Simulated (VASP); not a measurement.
# Mo (Im-3m) in VASP: notebook

The runs below take Mo through single point, relaxation of volume and atoms at fixed shape, with r2SCAN.

Program: VASP 6.6.1. These are calculated values, not measurements. Logs are shortened: lines on timing, memory, paths and dates and some standing lists are left out, and cuts for length are marked.

### 1 The cell of the first run

It takes space group Im-3m (No. 229, cubic). The conventional cell has a = 3.151 Å, b = 3.151 Å, c = 3.151 Å, α = 90.00°, β = 90.00°, γ = 90.00°. Within 3.6 Å of Mo (site symmetry m-3m) lie 14 Mo at 2.73 to 3.15 Å.

### 2 Single point, r2SCAN

Contents of POSCAR:

```
Mo
1.0
   -1.5754199692      1.5754199692      1.5754199692
    1.5754199692     -1.5754199692      1.5754199692
    1.5754199692      1.5754199692     -1.5754199692
Mo
1
Direct
    0.0000000000      0.0000000000      0.0000000000
```

Contents of INCAR.step1:

```
SYSTEM = Mo
PREC = Accurate
ENCUT = 520
ISMEAR = 0
SIGMA = 0.1
LREAL = .FALSE.
LASPH = .TRUE.
NELM = 80
NBANDS = 13
GGA = PE
ALGO = Normal
EDIFF = 1E-4
LWAVE = .TRUE.
LCHARG = .FALSE.
```

Contents of INCAR.step2:

```
SYSTEM = Mo
PREC = Accurate
ENCUT = 520
EDIFF = 1E-6
ISMEAR = 0
SIGMA = 0.1
LREAL = .FALSE.
LASPH = .TRUE.
NELM = 80
ALGO = Normal
ISIF = 2
LWAVE = .FALSE.
LCHARG = .FALSE.
METAGGA = R2SCAN
LMIXTAU = .TRUE.
NBANDS = 13
ISTART = 1
```

Contents of KPOINTS:

```
Automatic mesh
0
G
  19 19 19
  0 0 0
```

Potentials or basis: VASP PAW PBE potentials, release 64 (Mo_sv).

Launch:

```sh
$ cat potpaw_PBE.64/Mo_sv/POTCAR > POTCAR
$ cp INCAR.step1 INCAR
$ mpirun -np 1 vasp_std > vasp.out
$ cp INCAR.step2 INCAR
$ mpirun -np 1 vasp_std > vasp.out
```

OUTCAR:

```text
SYSTEM = Mo
   PREC = Accurate
   ENCUT = 520
   EDIFF = 1E-6
   ISMEAR = 0
   LREAL = .FALSE.
   LASPH = .TRUE.
   NELM = 80
   ISIF = 2
   METAGGA = R2SCAN
   ISTART = 1

 ion  position               nearest neighbor table
   1  0.000  0.000  0.000-

  LATTYP: Found a body centered cubic cell.
 ALAT       =     3.1508399384

  Lattice vectors:

 A1 = (  -1.5754199692,   1.5754199692,   1.5754199692)
 A2 = (   1.5754199692,  -1.5754199692,   1.5754199692)
 A3 = (   1.5754199692,   1.5754199692,  -1.5754199692)

Analysis of symmetry for initial positions (statically):
=====================================================================
 Subroutine PRICEL returns:
 Original cell was already a primitive cell.

 Routine SETGRP: Setting up the symmetry group for a
 body centered cubic supercell.

 Subroutine GETGRP returns: Found 48 space group operations
 (whereof 48 operations were pure point group operations)
 out of a pool of 48 trial point group operations.

The static configuration has the point symmetry O_h .

Analysis of symmetry for dynamics (positions and initial velocities):
=====================================================================
 Subroutine PRICEL returns:
 Original cell was already a primitive cell.

 Routine SETGRP: Setting up the symmetry group for a
 body centered cubic supercell.

 Subroutine GETGRP returns: Found 48 space group operations
 (whereof 48 operations were pure point group operations)
 out of a pool of 48 trial point group operations.

The dynamic configuration has the point symmetry O_h .

 Subroutine INISYM returns: Found 48 space group operations
 (whereof 48 operations are pure point group operations),
 and found     1 'primitive' translations

----------------------------------------------------------------------------------------

                                     Primitive cell

  volume of cell :      15.6404

  direct lattice vectors                    reciprocal lattice vectors
    -1.575419969  1.575419969  1.575419969     0.000000000  0.317375690  0.317375690
     1.575419969 -1.575419969  1.575419969     0.317375690  0.000000000  0.317375690
     1.575419969  1.575419969 -1.575419969     0.317375690  0.317375690  0.000000000

  length of vectors
     2.728707430  2.728707430  2.728707430     0.448837005  0.448837005  0.448837005

  position of ions in fractional coordinates (direct lattice)
     0.000000000  0.000000000  0.000000000

  ion indices of the primitive-cell ions
   primitive index   ion index
[... 75 lines left out ...]
   EDIFFG = 0.1E-04   stopping-criterion for IOM
   NSW    =      0    number of steps for IOM
   IBRION =     -1    ionic relax: 0-MD 1-quasi-New 2-CG
   NFREE  =      0    steps in history (QN), initial steepest desc. (CG)
   ISIF   =      2    stress and relaxation
   ISYM   =      2    0-nonsym 1-usesym 2-fastsym
   POTIM  = 0.5000    time-step for ionic-motion
   TEBEG  =    0.0;   TEEND  =   0.0 temperature during run
   PSTRESS=    0.0 pullay stress
   NELECT =      14.0000    total number of electrons
   NUPDOWN=      -1.0000    fix difference up-down
   EMIN   =  10.00;   EMAX   =-10.00  energy-range for DOS
   EFERMI =   0.00;   METHOD = LEGACY
   ISMEAR =     0;   SIGMA  =   0.10  broadening in eV -4-tet -1-fermi 0-gaus
   EFERMI_NEDOS =   21; number of points for ismear=-14 and -15
   IALGO  =     38    algorithm
   IMIX   =      4    mixing-type and parameters
     AMIX     =   0.40;   BMIX     =  1.00
     AMIX_MAG =   1.60;   BMIX_MAG =  1.00
  volume/ion in A,a.u.               =      15.64       105.55
  Fermi-wavevector in a.u.,A,eV,Ry     =   1.577737  2.981490 33.868340  2.489253
  Thomas-Fermi vector in A             =   2.678374
   LORBIT       =      0    0 simple, 1 ext, 2 COOP (PROOUT), +10 PAW based schemes
   METAGGA = R2SCAN    functional components
   LHFCALC =     F    Hartree Fock is set to
   AEXX    =    0.0000 exact exchange contribution
   IVDW    =     0    specifies the selected vdW correction
   LEPSILON=     F    determine dielectric tensor
   LRPA    =     F    only Hartree local field effects (RPA)
 non-spin polarized calculation
 Gauss-broadening in eV      SIGMA  =   0.10
  energy-cutoff  :      520.00
  volume of cell :       15.64
 maximum number of plane-waves:       435
   NGX = 11   NGY = 11   NGZ = 11

 number of electron      14.0000002 magnetization

 Free energy of the ion-electron system (eV)
  ---------------------------------------------------
  ext. energy  EPLUGINS =         0.00000000
  ---------------------------------------------------
  free energy    TOTEN  =       -26.08009114 eV

  energy without entropy =      -26.07734013  energy(sigma->0) =      -26.07871563

 E-fermi :  12.5711     XC(G=0): -14.6342

 val. band max:       12.5420406074   @ k =  -0.4737  -0.4737   0.0526
 cond. band min:      12.5740244151   @ k =   0.3684   0.0526   0.0000
 fundamental gap:      0.0319838077
 Fermi energy:        12.5711312748

 k-point     1 :       0.0000    0.0000    0.0000
  band No.  band energies     occupation
      1     -50.6889      2.00000
      2     -23.1614      2.00000
      3     -23.1614      2.00000
      4     -23.1614      2.00000
      5       4.8791      2.00000
      6      11.1163      2.00000
      7      11.1163      2.00000
      8      11.1163      2.00000
      9      14.4495      0.00000
     10      14.4495      0.00000
     11      28.0349      0.00000
     12      28.0349      0.00000
     13      28.0349      0.00000
[... 354 lines left out ...]
  band No.  band energies     occupation
      1     -50.4345      2.00000
      2     -24.4153      2.00000
      3     -23.5998      2.00000
      4     -23.2303      2.00000
      5       7.5357      2.00000
      6       9.3210      2.00000
      7      11.6212      2.00000
      8      14.0662      0.00000
      9      15.1579      0.00000
     10      16.7432      0.00000
     11      26.2193      0.00000
     12      26.9837      0.00000
     13      31.9481      0.00000

 [... further k-points ...]
[... 5 lines left out ...]
  --------------------------------------------------------------------------------------
  -------------------------------------------------------------------------------------
  Total        0.1091622      0.1091622      0.1091622     -0.0000000     -0.0000000      0.0000000
  in kB       11.1823686     11.1823686     11.1823686     -0.0000000     -0.0000000      0.0000000
  external PRESSURE =      11.1823686 kB  Pullay stress =       0.0000000 kB

 VOLUME and BASIS-vectors are now :
 -----------------------------------------------------------------------------
  energy-cutoff  :      520.00
  volume of cell :       15.64
      direct lattice vectors                 reciprocal lattice vectors
    -1.575419969  1.575419969  1.575419969     0.000000000  0.317375690  0.317375690
     1.575419969 -1.575419969  1.575419969     0.317375690  0.000000000  0.317375690
     1.575419969  1.575419969 -1.575419969     0.317375690  0.317375690  0.000000000

 POSITION                                       TOTAL-FORCE (eV/Angst)
 -----------------------------------------------------------------------------------
      0.00000      0.00000      0.00000         0.000000      0.000000      0.000000
 -----------------------------------------------------------------------------------
    total drift:                                0.000000     -0.000000      0.000000

  FREE ENERGIE OF THE ION-ELECTRON SYSTEM (eV)
  ---------------------------------------------------
  free  energy   TOTEN  =       -26.0800911368 eV

  energy  without entropy=      -26.0773401330  energy(sigma->0) =      -26.07871563
```

OUTCAR.step1:

```text
SYSTEM = Mo
   PREC = Accurate
   ENCUT = 520
   ISMEAR = 0
   LREAL = .FALSE.
   LASPH = .TRUE.
   NELM = 80
[... 600 lines left out ...]
 -----------------------------------------------------------------------------------
      0.00000      0.00000      0.00000         0.000000     -0.000000      0.000000
 -----------------------------------------------------------------------------------
    total drift:                                0.000000     -0.000000      0.000000

  FREE ENERGIE OF THE ION-ELECTRON SYSTEM (eV)
  ---------------------------------------------------
  free  energy   TOTEN  =       -10.9353696282 eV

  energy  without entropy=      -10.9320355592  energy(sigma->0) =      -10.93370259
```

It took 75 s on 1 thread of Intel Xeon Platinum 8488C (Sapphire Rapids), shared host; peak memory 0.16 GiB.

What came out:

| Property | Result |
| --- | --- |
| Free energy | -26.0801 eV |
| Pressure | 1.1 GPa |
| Band gap on the k mesh | zero (band 7 reaches 16.48 eV, above the bottom of band 8 at 11.12 eV) |

Caveat: the PAW data sets were made with another functional, which shifts forces and pressure a little.

### 3 Relaxation of volume and atoms at fixed shape, r2SCAN

This run uses another cell than the first one, of 15.58 Å³/atom, 0.996 times its volume.

Contents of POSCAR:

```
Mo
1.0
   -1.5734150000      1.5734150000      1.5734150000
    1.5734150000     -1.5734150000      1.5734150000
    1.5734150000      1.5734150000     -1.5734150000
Mo
1
Direct
    0.0000000000      0.0000000000      0.0000000000
```

Contents of INCAR.step1:

```
ALGO = Normal
EDIFF = 1E-4
ENCUT = 600
GGA = PE
ISMEAR = 0
LASPH = T
LCHARG = F
LREAL = F
LWAVE = T
NELM = 60
PREC = Accurate
SIGMA = 0.1
```

Contents of INCAR.step2:

```
ALGO = Normal
EDIFF = 1E-6
EDIFFG = -0.03
ENCUT = 600
IBRION = 2
ISIF = 8
ISMEAR = 0
ISTART = 1
LASPH = T
LCHARG = F
LMIXTAU = T
LREAL = F
LWAVE = F
METAGGA = R2SCAN
NELM = 60
NSW = 80
PREC = Accurate
SIGMA = 0.1
```

Contents of KPOINTS:

```
k-points
0
Gamma
  19 19 19
```

Potentials or basis: VASP PAW PBE potentials, release 64 (Mo_sv).

Launch:

```sh
$ cat potpaw_PBE.64/Mo_sv/POTCAR > POTCAR
$ cp INCAR.step1 INCAR
$ mpirun -np 1 vasp_std > vasp.out
$ cp INCAR.step2 INCAR
$ mpirun -np 1 vasp_std > vasp.out
```

OUTCAR:

```text
EDIFF = 1E-6
   EDIFFG = -0.03
   ENCUT = 600
   IBRION = 2
   ISIF = 8
   ISMEAR = 0
   ISTART = 1
   LASPH = T
   LREAL = F
   METAGGA = R2SCAN
   NELM = 60
   NSW = 80
   PREC = Accurate

 ion  position               nearest neighbor table
   1  0.000  0.000  0.000-

  LATTYP: Found a body centered cubic cell.
 ALAT       =     3.1468300000

  Lattice vectors:

 A1 = (  -1.5734150000,   1.5734150000,   1.5734150000)
 A2 = (   1.5734150000,  -1.5734150000,   1.5734150000)
 A3 = (   1.5734150000,   1.5734150000,  -1.5734150000)

Analysis of symmetry for initial positions (statically):
=====================================================================
 Subroutine PRICEL returns:
 Original cell was already a primitive cell.

 Routine SETGRP: Setting up the symmetry group for a
 body centered cubic supercell.

 Subroutine GETGRP returns: Found 48 space group operations
 (whereof 48 operations were pure point group operations)
 out of a pool of 48 trial point group operations.

The static configuration has the point symmetry O_h .

Analysis of symmetry for dynamics (positions and initial velocities):
=====================================================================
 Subroutine PRICEL returns:
 Original cell was already a primitive cell.

 Routine SETGRP: Setting up the symmetry group for a
 body centered cubic supercell.

 Subroutine GETGRP returns: Found 48 space group operations
 (whereof 48 operations were pure point group operations)
 out of a pool of 48 trial point group operations.

The dynamic configuration has the point symmetry O_h .

 Subroutine INISYM returns: Found 48 space group operations
 (whereof 48 operations are pure point group operations),
 and found     1 'primitive' translations

[... 123 lines left out ...]
 conjugate gradient relaxation of ions
 non-spin polarized calculation
 Gauss-broadening in eV      SIGMA  =   0.10
  energy-cutoff  :      600.00
  volume of cell :       15.58
 maximum number of plane-waves:       537
 NGX is ok and might be reduce to    24
   NGX = 11   NGY = 11   NGZ = 11

--------------------------------------- Ionic step        1  -------------------------------------------

 number of electron      14.0000002 magnetization

 Free energy of the ion-electron system (eV)
  ---------------------------------------------------
  ext. energy  EPLUGINS =         0.00000000
  ---------------------------------------------------
  free energy    TOTEN  =       -26.07769148 eV

  energy without entropy =      -26.07490493  energy(sigma->0) =      -26.07629820

------------------------ aborting loop because EDIFF is reached ----------------------------------------

  FORCE on cell =-STRESS in cart. coord.  units (eV):
  Direction    XX          YY          ZZ          XY          YZ          ZX
  --------------------------------------------------------------------------------------
  -------------------------------------------------------------------------------------
  Total        0.2085559      0.2085559      0.2085559      0.0000000      0.0000000     -0.0000000
  in kB       21.4458509     21.4458509     21.4458509      0.0000000      0.0000000     -0.0000000
  external PRESSURE =      21.4458509 kB  Pullay stress =       0.0000000 kB
[... 57 lines left out ...]
--------------------------------------- Ionic step        3  -------------------------------------------

 number of electron      14.0000002 magnetization

 Free energy of the ion-electron system (eV)
  ---------------------------------------------------
  ext. energy  EPLUGINS =         0.00000000
  ---------------------------------------------------
  free energy    TOTEN  =       -26.07848915 eV

  energy without entropy =      -26.07577632  energy(sigma->0) =      -26.07713273

 E-fermi :  12.5048     XC(G=0): -14.6096

 val. band max:       12.5010663392   @ k =   0.3684   0.0526  -0.0000
 cond. band min:      12.5256069125   @ k =  -0.2105   0.2105   0.1053
 fundamental gap:      0.0245405733
 Fermi energy:        12.5047709506

 k-point     1 :       0.0000    0.0000    0.0000
  band No.  band energies     occupation
      1     -50.7528      2.00000
      2     -23.2352      2.00000
      3     -23.2352      2.00000
      4     -23.2352      2.00000
      5       4.8271      2.00000
      6      11.0595      2.00000
      7      11.0595      2.00000
      8      11.0595      2.00000
      9      14.3784      0.00000
     10      14.3784      0.00000
     11      27.9648      0.00000
[... 309 lines left out ...]
 k-point    24 :       0.3158    0.1053   -0.0000
  band No.  band energies     occupation
      1     -50.5024      2.00000
      2     -24.4736      2.00000
      3     -23.6683      2.00000
      4     -23.3030      2.00000
      5       7.4900      2.00000
      6       9.2737      2.00000
      7      11.5537      2.00000
      8      13.9952      0.00000
      9      15.0806      0.00000
     10      16.6551      0.00000
     11      26.1200      0.00000

 [... further k-points ...]
[... 5 lines left out ...]
  --------------------------------------------------------------------------------------
  -------------------------------------------------------------------------------------
  Total       -0.0004425     -0.0004425     -0.0004425     -0.0000000      0.0000000      0.0000000
  in kB       -0.0451485     -0.0451485     -0.0451485     -0.0000000      0.0000000      0.0000000
  external PRESSURE =      -0.0451485 kB  Pullay stress =       0.0000000 kB
[... 16 lines left out ...]
  FREE ENERGIE OF THE ION-ELECTRON SYSTEM (eV)
  ---------------------------------------------------
  free  energy   TOTEN  =       -26.0784891491 eV

  energy  without entropy=      -26.0757763194  energy(sigma->0) =      -26.07713273

 reached required accuracy - stopping structural energy minimisation
```

OUTCAR.step1:

```text
EDIFF = 1E-4
   ENCUT = 600
   GGA = PE
   ISMEAR = 0
   LASPH = T
[... 552 lines left out ...]

 POSITION                                       TOTAL-FORCE (eV/Angst)
 -----------------------------------------------------------------------------------
      0.00000      0.00000      0.00000         0.000000      0.000000      0.000000
 -----------------------------------------------------------------------------------
    total drift:                               -0.000000      0.000000      0.000000

  FREE ENERGIE OF THE ION-ELECTRON SYSTEM (eV)
  ---------------------------------------------------
  free  energy   TOTEN  =       -10.9341343075 eV

  energy  without entropy=      -10.9307904573  energy(sigma->0) =      -10.93246238
```

OSZICAR.step1:

```text
N       E                     dE             d eps       ncg     rms          rms(c)
DAV:   1     0.101517864226E+03    0.10152E+03   -0.89923E+03  4851   0.145E+03
DAV:   2    -0.100923315699E+02   -0.11161E+03   -0.10784E+03  5302   0.366E+02
DAV:   3    -0.115873780600E+02   -0.14950E+01   -0.14840E+01  5613   0.422E+01
DAV:   4    -0.115914825294E+02   -0.41045E-02   -0.41041E-02  5284   0.258E+00
DAV:   5    -0.115915055605E+02   -0.23031E-04   -0.23030E-04  5571   0.187E-01    0.148E+01
DAV:   6    -0.110181426968E+02    0.57336E+00   -0.10151E+00  5212   0.122E+01    0.407E+00
DAV:   7    -0.109376535986E+02    0.80489E-01   -0.21879E-01  5661   0.531E+00    0.950E-01
DAV:   8    -0.109340953416E+02    0.35583E-02   -0.42983E-03  5101   0.961E-01    0.171E-01
DAV:   9    -0.109341343075E+02   -0.38966E-04   -0.17169E-04  4469   0.179E-01
   1 F= -.10934134E+02 E0= -.10932462E+02  d E =-.334385E-02
```

Run time: 3.5 min. Hardware: 1 thread of Intel Xeon 6975P-C, shared host; peak memory 0.19 GiB.

What came out:

```
Free energy                            : -26.0785 eV
Relaxed volume                         : 15.70 Å³/atom
Relaxed cell                           : a = 2.732 Å, b = 2.732 Å, c = 2.732 Å, α = 109.47°, β = 109.47°, γ = 109.47°
Space group after relaxing (to 0.05 Å) : Im-3m (No. 229)
Energy gained by relaxing              : 0.8 meV/atom
Ionic steps                            : 3
Pressure after relaxing                : 0.0 GPa
Band gap on the k mesh                 : zero (band 7 reaches 16.39 eV, above the bottom of band 8 at 11.06 eV)
```

Step by step:
```csv
step,energy change (eV),largest force (eV/Å),pressure (GPa),volume (Å³)
1,0.0000,0.0000,2.14,15.58
2,0.0057,0.0000,-5.80,16.06
3,-0.0008,0.0000,0.00,15.70
```

Final structure:
```yaml
crystal:
  lattice:
    - [-1.57750, 1.57750, 1.57750]
    - [1.57750, -1.57750, 1.57750]
    - [1.57750, 1.57750, -1.57750]
  atoms:
    - { symbol: Mo, position: [0.00000, 0.00000, 0.00000] }
```

Levels at points of the mesh, in eV from the Fermi level:
| k point | band 3 | band 4 | band 5 | band 6 | band 7 | band 8 | band 9 | band 10 | band 11 |
| --- | --- | --- | --- | --- | --- | --- | --- | --- | --- |
| (0.00, 0.00, 0.00) | -35.74 | -35.74 | -7.68 | -1.45 | -1.45 | -1.45 | 1.87 | 1.87 | 15.46 |

Caveat: the PAW data sets were made with another functional, which shifts forces and pressure a little. Zero-point motion and thermal expansion aren't in these numbers.
